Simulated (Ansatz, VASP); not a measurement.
**AgCl in VASP and in Ansatz**

Contents of INCAR:

```
SYSTEM = AgCl
ALGO = Normal ; EDIFF = 1E-6
ENCUT = 520 ; ISIF = 2
ISMEAR = 0 ; LASPH = .TRUE.
LCHARG = .TRUE. ; LELF = .TRUE.
LREAL = .FALSE. ; LVHAR = .TRUE.
LWAVE = .FALSE. ; NBANDS = 16
NELM = 100 ; PREC = Accurate
SIGMA = 0.05
```

The input KPOINTS:

```
k-points
0
G
  10 10 10
  0 0 0
```

The input POSCAR:

```
AgCl
1.0
    0.0000000000      2.6058272343      2.6773114500
    2.6058272343      0.0000000000      2.6773114500
    2.6058272343      2.6058272343      0.0000000000
Ag Cl
1 1
Direct
    0.5278030294      0.4721969706      0.5278030294
   -0.0845997951      0.0845997951     -0.0845997951
```

Input for Ansatz:

```yaml
crystal:
  lattice:
    - [0.0, 2.6058272343, 2.67731145]
    - [2.6058272343, 0.0, 2.67731145]
    - [2.6058272343, 2.6058272343, 0.0]
  atoms:
    - { symbol: Ag, position: [0.5278030294, 0.4721969706, 0.5278030294] }
    - { symbol: Cl, position: [-0.0845997951, 0.0845997951, -0.0845997951] }
basis:
  ecutwfc: 420
kpoints:
  mp_grid: { grid: [10, 10, 10] }
hamiltonian:
  xc: lda
  pseudopotentials: { kind: paw }
scf:
  occupations: { method: gaussian, width: 0.05 }
output:
  forces: true
  stress: true
  eigenvalues: true
```

Change from the starting cell: mode 5 frozen in at -0.453 Å, equal normal strain along x and y -0.0267.

Alike in both runs: task single point; functional LDA; k mesh 10 × 10 × 10; occupations gaussian, width 0.05 eV; no spin polarisation.

|  | VASP | Ansatz |
| --- | --- | --- |
| version | VASP 6.6.1 | Ansatz 0.2.0 |
| potentials or method | VASP PAW LDA potentials, release 64 (Ag, Cl), cutoff 520 eV | scalar-relativistic, plane waves, PAW |
| valence electrons in the cell | 18 | 26 |

|  | VASP | Ansatz | Ansatz less VASP |
| --- | --- | --- | --- |
| gap on the k mesh at the Fermi level (eV) | 1.14 | 1.13 | -0.019 |
| least direct gap on the mesh (eV) | 1.60 | 1.58 | -0.020 |
| pressure (GPa) | 21.4 | 21.4 | -0.05 |
| traceless stress, the component that is largest in VASP (GPa) | 35.93 | 35.88 | -0.055 |
| rms of the force components (eV/Å) | 3.516 | 3.509 | -0.0071 |

LDA's correlation is that of Perdew and Zunger in VASP and of Perdew and Wang (1992) in Ansatz. Atom by atom the forces differ by 0.007 eV/Å (rms over components). VASP's potentials hold 18 valence electrons a cell and Ansatz's 26, so a difference there can come from the potentials and not from the codes.
